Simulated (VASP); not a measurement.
# CuI (Cmcm) in VASP: a series of runs, part 2 of 2

VASP 6.6.1. Earlier steps stand in the parts before.

### Step 6. Single point, r2SCAN

This run uses another cell than the first one, of 27.21 Å³/atom.

POSCAR reads:

```
CuI
1.0
    3.5037406371     -3.5931478134      0.0000000000
    3.5037406371      3.5931478134      0.0000000000
    0.0000000000      0.0000000000      4.3220123888
Cu I
2 2
Direct
    0.4168023173      0.5831976827      0.7500000000
    0.5831976827      0.4168023173      0.2500000000
    0.7779473852      0.2220526148      0.7500000000
    0.2220526148      0.7779473852      0.2500000000
```

INCAR.step1 reads:

```
SYSTEM = CuI
PREC = Accurate ; ENCUT = 520
ISMEAR = 0 ; SIGMA = 0.01
LREAL = .FALSE. ; LASPH = .TRUE.
NELM = 80 ; NBANDS = 26
GGA = PE ; ALGO = Normal
EDIFF = 1E-4 ; LWAVE = .TRUE.
LCHARG = .FALSE.
```

INCAR.step2 reads:

```
SYSTEM = CuI
PREC = Accurate ; ENCUT = 520
EDIFF = 1E-7 ; ISMEAR = 0
SIGMA = 0.01 ; LREAL = .FALSE.
LASPH = .TRUE. ; NELM = 80
ALGO = Normal ; ISIF = 2
LWAVE = .FALSE. ; LCHARG = .FALSE.
METAGGA = R2SCAN ; LMIXTAU = .TRUE.
NBANDS = 26 ; ISTART = 1
```

KPOINTS reads:

```
Automatic mesh
0
G
  6 6 6
  0 0 0
```

Potentials or basis: VASP PAW PBE potentials, release 64 (Cu, I).

On the command line:

```bash
cat potpaw_PBE.64/Cu/POTCAR potpaw_PBE.64/I/POTCAR > POTCAR
cp INCAR.step1 INCAR
mpirun -np 1 vasp_std > vasp.out
cp INCAR.step2 INCAR
mpirun -np 1 vasp_std > vasp.out
```

OUTCAR:

```text
SYSTEM = CuI
   PREC = Accurate
   ENCUT = 520
   EDIFF = 1E-7
   ISMEAR = 0
   LREAL = .FALSE.
   LASPH = .TRUE.
   NELM = 80
   ISIF = 2
   METAGGA = R2SCAN
   ISTART = 1

 ion  position               nearest neighbor table
   1  0.417  0.583  0.750-   2 2.47   2 2.47   4 2.57   4 2.57   3 2.60
   2  0.583  0.417  0.250-   1 2.47   1 2.47   3 2.57   3 2.57   4 2.60
   3  0.778  0.222  0.750-   2 2.57   2 2.57   1 2.60
   4  0.222  0.778  0.250-   1 2.57   1 2.57   2 2.60

  LATTYP: Found a base centered orthorhombic cell.
 ALAT       =     7.0074812742
 B/A-ratio  =     1.0255176355
 C/A-ratio  =     0.6167711649

  Lattice vectors:

 A1 = (   3.5037406371,  -3.5931478134,   0.0000000000)
 A2 = (   3.5037406371,   3.5931478134,   0.0000000000)
 A3 = (   0.0000000000,   0.0000000000,   4.3220123888)

Analysis of symmetry for initial positions (statically):
=====================================================================
 Subroutine PRICEL returns:
 Original cell was already a primitive cell.

 Routine SETGRP: Setting up the symmetry group for a
 base centered orthorhombic supercell.

 Subroutine GETGRP returns: Found  8 space group operations
 (whereof  4 operations were pure point group operations)
 out of a pool of  8 trial point group operations.

The static configuration has the point symmetry C_2h.
 The point group associated with its full space group is D_2h.

Analysis of symmetry for dynamics (positions and initial velocities):
=====================================================================
 Subroutine PRICEL returns:
 Original cell was already a primitive cell.

 Routine SETGRP: Setting up the symmetry group for a
 base centered orthorhombic supercell.

 Subroutine GETGRP returns: Found  8 space group operations
 (whereof  4 operations were pure point group operations)
 out of a pool of  8 trial point group operations.

The dynamic configuration has the point symmetry C_2h.
[... 122 lines left out ...]
   IMIX   =      4    mixing-type and parameters
     AMIX     =   0.40;   BMIX     =  1.00
     AMIX_MAG =   1.60;   BMIX_MAG =  1.00
  volume/ion in A,a.u.               =      27.21       183.59
  Fermi-wavevector in a.u.,A,eV,Ry     =   1.132230  2.139604 17.441917  1.281945
  Thomas-Fermi vector in A             =   2.268931
   LORBIT       =      0    0 simple, 1 ext, 2 COOP (PROOUT), +10 PAW based schemes
   METAGGA = R2SCAN    functional components
   LHFCALC =     F    Hartree Fock is set to
   AEXX    =    0.0000 exact exchange contribution
   IVDW    =     0    specifies the selected vdW correction
   LEPSILON=     F    determine dielectric tensor
   LRPA    =     F    only Hartree local field effects (RPA)
 non-spin polarized calculation
 Gauss-broadening in eV      SIGMA  =   0.01
  energy-cutoff  :      520.00
  volume of cell :      108.82
 maximum number of plane-waves:      2952
 NGX is ok and might be reduce to    40
   NGX = 19   NGY = 19   NGZ = 17

 number of electron      35.9999992 magnetization

 Free energy of the ion-electron system (eV)
  ---------------------------------------------------
  ext. energy  EPLUGINS =         0.00000000
  ---------------------------------------------------
  free energy    TOTEN  =       -71.33847321 eV

  energy without entropy =      -71.33847321  energy(sigma->0) =      -71.33847321

 E-fermi :   4.6416     XC(G=0):  -9.5708

 val. band max:        4.5745950782   @ k =   0.0000   0.0000   0.0000
 cond. band min:       5.9352785906   @ k =   0.0000   0.0000   0.0000
 fundamental gap:      1.3606835124
 Fermi energy:         4.6416109640

 k-point     1 :       0.0000    0.0000    0.0000
  band No.  band energies     occupation
      1     -10.0281      2.00000
      2      -8.9925      2.00000
      3      -1.2414      2.00000
      4       0.1805      2.00000
      5       0.1862      2.00000
      6       0.2746      2.00000
[... 685 lines left out ...]
     25      12.4949      0.00000
     26      13.0584      0.00000

 [... further k-points ...]

------------------------ aborting loop because EDIFF is reached ----------------------------------------

  FORCE on cell =-STRESS in cart. coord.  units (eV):
  Direction    XX          YY          ZZ          XY          YZ          ZX
  --------------------------------------------------------------------------------------
  -------------------------------------------------------------------------------------
  Total        0.7320316      0.6998349      0.6730297      0.0000000     -0.0000000      0.0000000
  in kB       10.7774831     10.3034612      9.9088163      0.0000000     -0.0000000      0.0000000
  external PRESSURE =      10.3299202 kB  Pullay stress =       0.0000000 kB

 VOLUME and BASIS-vectors are now :
 -----------------------------------------------------------------------------
  energy-cutoff  :      520.00
  volume of cell :      108.82
      direct lattice vectors                 reciprocal lattice vectors
     3.503740637 -3.593147813  0.000000000     0.142704627 -0.139153752  0.000000000
     3.503740637  3.593147813  0.000000000     0.142704627  0.139153752  0.000000000
     0.000000000  0.000000000  4.322012389     0.000000000  0.000000000  0.231373700

 POSITION                                       TOTAL-FORCE (eV/Angst)
 -----------------------------------------------------------------------------------
      3.50374      0.59788      3.24151         0.000000      0.036161     -0.000000
      3.50374     -0.59788      1.08050         0.000000     -0.036161      0.000000
      3.50374     -1.99741      3.24151         0.000000      0.012241      0.000000
      3.50374      1.99741      1.08050         0.000000     -0.012241      0.000000
 -----------------------------------------------------------------------------------
    total drift:                               -0.000000     -0.000000     -0.000000

  FREE ENERGIE OF THE ION-ELECTRON SYSTEM (eV)
  ---------------------------------------------------
  free  energy   TOTEN  =       -71.3384732062 eV

  energy  without entropy=      -71.3384732062  energy(sigma->0) =      -71.33847321
```

OUTCAR.step1:

```text
SYSTEM = CuI
   PREC = Accurate
   ENCUT = 520
   ISMEAR = 0
   LREAL = .FALSE.
   LASPH = .TRUE.
   NELM = 80
[... 928 lines left out ...]
      3.50374     -0.59788      1.08050         0.000000     -0.082000      0.000000
      3.50374     -1.99741      3.24151         0.000000     -0.160250     -0.000000
      3.50374      1.99741      1.08050         0.000000      0.160250      0.000000
 -----------------------------------------------------------------------------------
    total drift:                               -0.000000     -0.000000     -0.000000

  FREE ENERGIE OF THE ION-ELECTRON SYSTEM (eV)
  ---------------------------------------------------
  free  energy   TOTEN  =       -10.8469327798 eV

  energy  without entropy=      -10.8469327798  energy(sigma->0) =      -10.84693278
```

OSZICAR.step1:

```text
N       E                     dE             d eps       ncg     rms          rms(c)
DAV:   1     0.271856806095E+03    0.27186E+03   -0.14935E+04  2704   0.150E+03
DAV:   2     0.153038195489E+02   -0.25655E+03   -0.24444E+03  2710   0.313E+02
DAV:   3    -0.102408739098E+02   -0.25545E+02   -0.24944E+02  3606   0.119E+02
DAV:   4    -0.114970944752E+02   -0.12562E+01   -0.12521E+01  3638   0.239E+01
DAV:   5    -0.115496279756E+02   -0.52534E-01   -0.52525E-01  4254   0.474E+00    0.953E+00
DAV:   6    -0.113048816234E+02    0.24475E+00   -0.10275E+01  3392   0.731E+01    0.625E+00
DAV:   7    -0.108438799136E+02    0.46100E+00   -0.24263E+00  3348   0.459E+01    0.316E+00
DAV:   8    -0.108606826941E+02   -0.16803E-01   -0.26868E-01  4246   0.745E+00    0.103E+00
DAV:   9    -0.108464287168E+02    0.14254E-01   -0.75157E-02  3610   0.696E+00    0.404E-01
DAV:  10    -0.108471446134E+02   -0.71590E-03   -0.49994E-03  4200   0.941E-01    0.273E-01
DAV:  11    -0.108469171875E+02    0.22743E-03   -0.15611E-03  3450   0.102E+00    0.116E-01
DAV:  12    -0.108469327798E+02   -0.15592E-04   -0.22486E-04  2242   0.124E-01
   1 F= -.10846933E+02 E0= -.10846933E+02  d E =-.549899E-51
```

Run time: 3.5 min. Hardware: 1 thread of Intel Xeon 6975P-C (Granite Rapids), shared host; peak memory 0.32 GiB.

Results:

```
Free energy            : -71.3385 eV
Pressure               : 1.0 GPa
Largest force          : 0.036 eV/Å
Band gap on the k mesh : 1.36 eV
```

Forces on the atoms (eV/Å):
```
Cu   0.000  0.036  0.000
Cu   0.000 -0.036  0.000
I    0.000  0.012  0.000
I    0.000 -0.012  0.000
```

Caveat: the PAW data sets were made with another functional, which shifts forces and pressure a little; spin-orbit coupling is left out, which moves the levels of the heavy elements.

### Step 7. Overview

| level | potentials or basis | cell | smearing | gap on the mesh (eV) | pressure (GPa) | largest force (eV/Å) |
| --- | --- | --- | --- | --- | --- | --- |
| PBE+D4 | VASP PAW PBE potentials, release 64 (Cu, I) | a = 4.846, b = 4.846, c = 4.365 Å, angles 90.0, 90.0, 92.9°, 4 atoms, atomic positions A | fermi-dirac 0.02 eV | 0.88 | 0.1 | 0.01 |
| PBE | VASP PAW PBE potentials, release 64 (Cu, I) | a = 5.019, b = 5.019, c = 4.322 Å, angles 90.0, 90.0, 91.4°, 4 atoms, atomic positions B | fermi-dirac 0.02 eV | 0.96 | 2.3 | 0.16 |
| LDA | VASP PAW LDA potentials, release 64 (Cu, I) | a = 5.019, b = 5.019, c = 4.322 Å, angles 90.0, 90.0, 91.4°, 4 atoms, atomic positions B | gaussian 0.01 eV | 0.83 | -2.7 | 0.32 |
| r2SCAN+rVV10 | VASP PAW PBE potentials, release 64 (Cu, I) | a = 5.019, b = 5.019, c = 4.322 Å, angles 90.0, 90.0, 91.4°, 4 atoms, atomic positions B | fermi-dirac 0.02 eV | 1.32 | 0.2 | 0.04 |
| r2SCAN | VASP PAW PBE potentials, release 64 (Cu, I) | a = 5.019, b = 5.019, c = 4.322 Å, angles 90.0, 90.0, 91.4°, 4 atoms, atomic positions B | gaussian 0.01 eV | 1.36 | 1.0 | 0.04 |

Alike in all rows: task single point; no spin polarisation; k mesh 6 × 6 × 6; cutoff (eV) 520.

Caveats: spin-orbit coupling is left out, which moves the levels of the heavy elements; the PAW data sets were made with another functional, which shifts forces and pressure a little (at least some runs).

Total energies depend on the potentials used, so only differences within one code and one set of settings carry meaning.
